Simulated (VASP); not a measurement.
# Os (P6_3/mmc) in VASP: a series of runs, part 2 of 3

VASP 6.6.1. The steps go on from the part before.

**3. Single point, PBE, non-collinear spin, zero start, spin-orbit coupling**

This run uses another cell than the first one, of 13.98 Å³/atom.

INCAR reads:

```
ALGO = Normal ; EDIFF = 1E-6
ENCUT = 520 ; GGA = PE
GGA_COMPAT = False ; ISIF = 2
ISMEAR = -1 ; LASPH = True
LCHARG = False ; LMAXMIX = 4
LORBIT = 11 ; LORBMOM = True
LREAL = False ; LSORBIT = True
LWAVE = False ; MAGMOM = 0 0 0 0 0 0
NBANDS = 28 ; NELM = 150
PREC = Accurate ; SIGMA = 0.05
```

KPOINTS reads:

```
k-points
0
Gamma
  15 15 9
```

POSCAR reads:

```
Os
1.0
    2.7340999755      0.0000000000      0.0000000000
   -1.3670499878      2.3678000353      0.0000000000
    0.0000000000      0.0000000000      4.3197000000
Os
2
Direct
    0.3333333333      0.6666666667      0.2500000000
    0.6666666667      0.3333333333      0.7500000000
```

Potentials or basis: VASP PAW PBE potentials, release 64 (Os).

Started as:

```bash
> cat potpaw_PBE.64/Os/POTCAR > POTCAR
> mpirun -np 1 vasp_ncl > vasp.out
```

OUTCAR:

```text
EDIFF = 1E-6
   ENCUT = 520
   GGA = PE
   ISIF = 2
   ISMEAR = -1
   LASPH = True
   LORBIT = 11
   LREAL = False
   LSORBIT = True
   NELM = 150
   PREC = Accurate

 ion  position               nearest neighbor table
   1  0.333  0.667  0.250-   2 2.68   2 2.68   2 2.68   2 2.68   2 2.68   2 2.68
   2  0.667  0.333  0.750-   1 2.68   1 2.68   1 2.68   1 2.68   1 2.68   1 2.68

  LATTYP: Found a hexagonal cell.
 ALAT       =     2.7340999755
 C/A-ratio  =     1.5799349105

  Lattice vectors:

 A1 = (   2.7340999755,   0.0000000000,   0.0000000000)
 A2 = (  -1.3670499878,   2.3678000353,   0.0000000000)
 A3 = (   0.0000000000,   0.0000000000,   4.3197000000)

Analysis of symmetry for initial positions (statically):
=====================================================================
 Subroutine PRICEL returns:
 Original cell was already a primitive cell.

 Routine SETGRP: Setting up the symmetry group for a
 hexagonal supercell.

 Subroutine GETGRP returns: Found 24 space group operations
 (whereof 12 operations were pure point group operations)
 out of a pool of 24 trial point group operations.

The static configuration has the point symmetry D_3d.
 The point group associated with its full space group is D_6h.

Analysis of symmetry for dynamics (positions and initial velocities):
=====================================================================
 Subroutine PRICEL returns:
 Original cell was already a primitive cell.

 Routine SETGRP: Setting up the symmetry group for a
 hexagonal supercell.

 Subroutine GETGRP returns: Found 24 space group operations
 (whereof 12 operations were pure point group operations)
 out of a pool of 24 trial point group operations.

The dynamic configuration has the point symmetry D_3d.
 The point group associated with its full space group is D_6h.

Analysis of structural, dynamic, and magnetic symmetry:
=====================================================================
 Subroutine PRICEL returns:
[... 958 lines left out ...]
  1        -0.000   0.000   0.000
  2        -0.000   0.000   0.000
 ----------------------------------------
           -0.000   0.000   0.000

 orbital moment (z)

 # of ion     p       d       tot
 ----------------------------------------
  1         0.000   0.000   0.000
  2         0.000   0.000   0.000
 ----------------------------------------
            0.000   0.000   0.000

 Spin-Orbit-Coupling matrix elements

 Ion:    1  E_soc:     -0.6618144
 l=   1
     0.0000000    -0.0447047    -0.0433970
    -0.0447047     0.0000000    -0.0447047
    -0.0433970    -0.0447047     0.0000000
 l=   2
     0.0000000    -0.0135424     0.0000000    -0.0135424    -0.0532301
    -0.0135424     0.0000000    -0.0384123    -0.0138768    -0.0135424
     0.0000000    -0.0384123     0.0000000    -0.0384123     0.0000000
    -0.0135424    -0.0138768    -0.0384123     0.0000000    -0.0135424
    -0.0532301    -0.0135424     0.0000000    -0.0135424     0.0000000
 l=   3
     0.0000000     0.0000000     0.0000000     0.0000000     0.0000000     0.0000000     0.0000000
     0.0000000     0.0000000     0.0000000     0.0000000     0.0000000     0.0000000     0.0000000
     0.0000000     0.0000000     0.0000000     0.0000000     0.0000000     0.0000000     0.0000000
     0.0000000     0.0000000     0.0000000     0.0000000     0.0000000     0.0000000     0.0000000
     0.0000000     0.0000000     0.0000000     0.0000000     0.0000000     0.0000000     0.0000000
     0.0000000     0.0000000     0.0000000     0.0000000     0.0000000     0.0000000     0.0000000
     0.0000000     0.0000000     0.0000000     0.0000000     0.0000000     0.0000000     0.0000000

 Ion:    2  E_soc:     -0.6618144
 l=   1
     0.0000000    -0.0447047    -0.0433970
    -0.0447047     0.0000000    -0.0447047
    -0.0433970    -0.0447047     0.0000000
 l=   2
     0.0000000    -0.0135424     0.0000000    -0.0135424    -0.0532301
    -0.0135424     0.0000000    -0.0384123    -0.0138768    -0.0135424
     0.0000000    -0.0384123     0.0000000    -0.0384123     0.0000000
    -0.0135424    -0.0138768    -0.0384123     0.0000000    -0.0135424
    -0.0532301    -0.0135424     0.0000000    -0.0135424     0.0000000
 l=   3
     0.0000000     0.0000000     0.0000000     0.0000000     0.0000000     0.0000000     0.0000000
     0.0000000     0.0000000     0.0000000     0.0000000     0.0000000     0.0000000     0.0000000
     0.0000000     0.0000000     0.0000000     0.0000000     0.0000000     0.0000000     0.0000000
     0.0000000     0.0000000     0.0000000     0.0000000     0.0000000     0.0000000     0.0000000
     0.0000000     0.0000000     0.0000000     0.0000000     0.0000000     0.0000000     0.0000000
     0.0000000     0.0000000     0.0000000     0.0000000     0.0000000     0.0000000     0.0000000
     0.0000000     0.0000000     0.0000000     0.0000000     0.0000000     0.0000000     0.0000000

 total charge

# of ion       s       p       d       tot
------------------------------------------
    1        0.665   0.802   6.017   7.484
    2        0.665   0.802   6.017   7.484
--------------------------------------------------
tot          1.329   1.604  12.035  14.969

 magnetization (x)

# of ion       s       p       d       tot
------------------------------------------
    1        0.000   0.000   0.000   0.000
    2        0.000   0.000   0.000   0.000
--------------------------------------------------
tot          0.000   0.000   0.000   0.000

 magnetization (y)

# of ion       s       p       d       tot
------------------------------------------
    1        0.000   0.000   0.000   0.000
    2       -0.000   0.000   0.000   0.000
--------------------------------------------------
tot         -0.000   0.000   0.000   0.000

 magnetization (z)

# of ion       s       p       d       tot
------------------------------------------
    1        0.000   0.000   0.000   0.000
    2        0.000   0.000   0.000   0.000
--------------------------------------------------
tot          0.000   0.000   0.000   0.000
```

stdout:

```text
POSCAR found type information on POSCAR Os
 POSCAR found :  1 types and       2 ions
 scaLAPACK will be used
 LDA part: xc-table for (Slater+PW92), standard interpolation
 POSCAR, INCAR and KPOINTS ok, starting setup
 FFT: planning ... GRIDC
 FFT: planning ... GRID_SOFT
 FFT: planning ... GRID
 WAVECAR not read
 entering main loop
```

Run time: 69 s. Hardware: 1 thread of Intel Xeon 6975P-C (Granite Rapids), shared host; peak memory 0.29 GiB.

Results:

```
Free energy                                           : -23.1479 eV
Pressure                                              : 9.0 GPa
Net moment                                            : 0.00 μB per cell
Valence electrons inside the program's atomic spheres : Os 7.48
```

Moments on the atoms (μB; x, y, z):
```
Os  0.00 0.00 0.00
Os  0.00 0.00 0.00
```

Caveat: the cell stands under pressure.

**4. Single point, PBE (z stretched by +1.5 % at fixed volume)**

INCAR reads:

```
SYSTEM = Os
PREC     = Accurate       ! precision mode
ENCUT    = 520            ! plane-wave cutoff, eV
EDIFF    = 1E-7           ! SCF threshold, eV
ISMEAR   = -1             ! smearing method
SIGMA    = 0.05           ! smearing width, eV
LREAL    = .False.        ! projectors in reciprocal space
LASPH    = .True.         ! aspherical terms in the spheres
NELM     = 100            ! most SCF steps
ALGO     = Normal         ! electronic algorithm
ISIF     = 2              ! what is computed and relaxed
LWAVE    = .False.        ! write WAVECAR
LCHARG   = .False.        ! write CHGCAR
GGA      = PE             ! functional
NBANDS   = 15             ! bands
```

KPOINTS reads:

```
regular mesh
0
Gamma
  15 15 9
  0 0 0
```

POSCAR reads:

```
Os
1.0
    2.7138220692      0.0000000000      0.0000000000
   -1.3569110346      2.3502388533      0.0000000000
    0.0000000000      0.0000000000      4.3844955000
Os
2
Direct
    0.3333333333      0.6666666667      0.2500000000
    0.6666666667      0.3333333333      0.7500000000
```

Potentials or basis: VASP PAW PBE potentials, release 64 (Os).

Started as:

```bash
> cat potpaw_PBE.64/Os/POTCAR > POTCAR
> mpirun -np 1 vasp_std > vasp.out
```

OUTCAR:

```text
SYSTEM = Os
   PREC = Accurate
   ENCUT = 520
   EDIFF = 1E-7
   ISMEAR = -1
   LREAL = .False.
   LASPH = .True.
   NELM = 100
   ISIF = 2
   GGA = PE

 ion  position               nearest neighbor table
   1  0.333  0.667  0.250-   2 2.69   2 2.69   2 2.69   2 2.69   2 2.69   2 2.69
   2  0.667  0.333  0.750-   1 2.69   1 2.69   1 2.69   1 2.69   1 2.69   1 2.69

  LATTYP: Found a hexagonal cell.
 ALAT       =     2.7138220692
 C/A-ratio  =     1.6156164215

  Lattice vectors:

 A1 = (   2.7138220692,   0.0000000000,   0.0000000000)
 A2 = (  -1.3569110346,   2.3502388533,   0.0000000000)
 A3 = (   0.0000000000,   0.0000000000,   4.3844955000)

Analysis of symmetry for initial positions (statically):
=====================================================================
 Subroutine PRICEL returns:
 Original cell was already a primitive cell.

 Routine SETGRP: Setting up the symmetry group for a
 hexagonal supercell.

 Subroutine GETGRP returns: Found 24 space group operations
 (whereof 12 operations were pure point group operations)
 out of a pool of 24 trial point group operations.

The static configuration has the point symmetry D_3d.
 The point group associated with its full space group is D_6h.

Analysis of symmetry for dynamics (positions and initial velocities):
=====================================================================
 Subroutine PRICEL returns:
 Original cell was already a primitive cell.

 Routine SETGRP: Setting up the symmetry group for a
 hexagonal supercell.

 Subroutine GETGRP returns: Found 24 space group operations
 (whereof 12 operations were pure point group operations)
 out of a pool of 24 trial point group operations.

The dynamic configuration has the point symmetry D_3d.
 The point group associated with its full space group is D_6h.

 Subroutine INISYM returns: Found 24 space group operations
[... 117 lines left out ...]
     AMIX_MAG =   1.60;   BMIX_MAG =  1.00
  volume/ion in A,a.u.               =      13.98        94.36
  Fermi-wavevector in a.u.,A,eV,Ry     =   1.359076  2.568282 25.131162  1.847088
  Thomas-Fermi vector in A             =   2.485855
   LORBIT       =      0    0 simple, 1 ext, 2 COOP (PROOUT), +10 PAW based schemes
   GGA     = PE    functional components
   LHFCALC =     F    Hartree Fock is set to
   AEXX    =    0.0000 exact exchange contribution
   IVDW    =     0    specifies the selected vdW correction
   LEPSILON=     F    determine dielectric tensor
   LRPA    =     F    only Hartree local field effects (RPA)
 non-spin polarized calculation
  energy-cutoff  :      520.00
  volume of cell :       27.96
 maximum number of plane-waves:       771
   NGX = 11   NGY = 11   NGZ = 17

 number of electron      15.9999998 magnetization

 Free energy of the ion-electron system (eV)
  ---------------------------------------------------
  ext. energy  EPLUGINS =         0.00000000
  ---------------------------------------------------
  free energy    TOTEN  =       -22.47590918 eV

  energy without entropy =      -22.46723304  energy(sigma->0) =      -22.47157111

 E-fermi :   9.4597     XC(G=0): -14.0615

 val. band max:        9.4577944851   @ k =   0.2667   0.0000   0.0000
 cond. band min:       9.4619014213   @ k =   0.1333   0.0000   0.3333
 fundamental gap:      0.0041069363
 Fermi energy:         9.4596925579

 k-point     1 :       0.0000    0.0000    0.0000
  band No.  band energies     occupation
      1      -1.4744      2.00000
      2       1.6452      2.00000
      3       6.4161      2.00000
      4       6.4486      2.00000
      5       6.4486      2.00000
      6       7.2288      2.00000
      7       7.2288      2.00000
      8       8.1194      2.00000
      9       8.1194      2.00000
     10       9.2471      1.97194
     11      11.1747      0.00000
     12      11.1747      0.00000
     13      18.2663      0.00000
     14      23.6273      0.00000
[... 401 lines left out ...]
      2       3.4045      2.00000
      3       3.4542      2.00000
      4       5.5777      2.00000
      5       5.8367      2.00000
      6       6.4363      2.00000
      7       7.7116      2.00000
      8      10.8183      0.00000
      9      11.4747      0.00000
     10      11.4949      0.00000
     11      14.7710      0.00000
     12      15.4512      0.00000
     13      17.9174      0.00000
     14      20.8440      0.00000
     15      23.1268      0.00000

 [... further k-points ...]
[... 5 lines left out ...]
  --------------------------------------------------------------------------------------
  -------------------------------------------------------------------------------------
  Total        2.2474734      2.2474734     -0.0418852      0.0000000     -0.0000000      0.0000000
  in kB      128.7633146    128.7633146     -2.3997053      0.0000000     -0.0000000      0.0000000
  external PRESSURE =      85.0423080 kB  Pullay stress =       0.0000000 kB

 VOLUME and BASIS-vectors are now :
 -----------------------------------------------------------------------------
  energy-cutoff  :      520.00
  volume of cell :       27.96
      direct lattice vectors                 reciprocal lattice vectors
     2.713822069  0.000000000  0.000000000     0.368483996  0.212744334  0.000000000
    -1.356911035  2.350238853  0.000000000     0.000000000  0.425488668  0.000000000
     0.000000000  0.000000000  4.384495500     0.000000000  0.000000000  0.228076412

 POSITION                                       TOTAL-FORCE (eV/Angst)
 -----------------------------------------------------------------------------------
     -0.00000      1.56683      1.09612         0.000000     -0.000000      0.000000
      1.35691      0.78341      3.28837        -0.000000      0.000000      0.000000
 -----------------------------------------------------------------------------------
    total drift:                               -0.000000      0.000000     -0.000000

  FREE ENERGIE OF THE ION-ELECTRON SYSTEM (eV)
  ---------------------------------------------------
  free  energy   TOTEN  =       -22.4759091801 eV

  energy  without entropy=      -22.4672330409  energy(sigma->0) =      -22.47157111
```

stdout:

```text
POSCAR found type information on POSCAR Os
 POSCAR found :  1 types and       2 ions
 scaLAPACK will be used
 LDA part: xc-table for (Slater+PW92), standard interpolation
 POSCAR, INCAR and KPOINTS ok, starting setup
 FFT: planning ... GRIDC
 FFT: planning ... GRID_SOFT
 FFT: planning ... GRID
 WAVECAR not read
 entering main loop
```

Wall time 71 s (1 thread of Intel Xeon 8259CL, shared host); peak memory 0.17 GiB.

What came out:

| Item | Value |
| --- | --- |
| Free energy | -22.4759 eV |
| Pressure | 8.5 GPa |
| Band gap on the k mesh | zero (bands 8 and 9 overlap by 3.98 eV) |

Stress tensor (GPa, compression positive):
```
12.88  0.00  0.00
 0.00 12.88  0.00
 0.00  0.00 -0.24
```

Levels at points of the mesh, in eV from the Fermi level:
```
           k point  band 4  band 5  band 6  band 7  band 8  band 9  band 10  band 11  band 12  band 13
(0.00, 0.00, 0.00)   -3.01   -3.01   -2.23   -2.23   -1.34   -1.34    -0.21     1.72     1.72     8.81
```

Caveat: the cell differs from its parent crystal (z stretched by +1.5 % at fixed volume); the cell stands under pressure; spin-orbit coupling is left out, which moves the levels of the heavy elements.

[end of part 2 of 3]
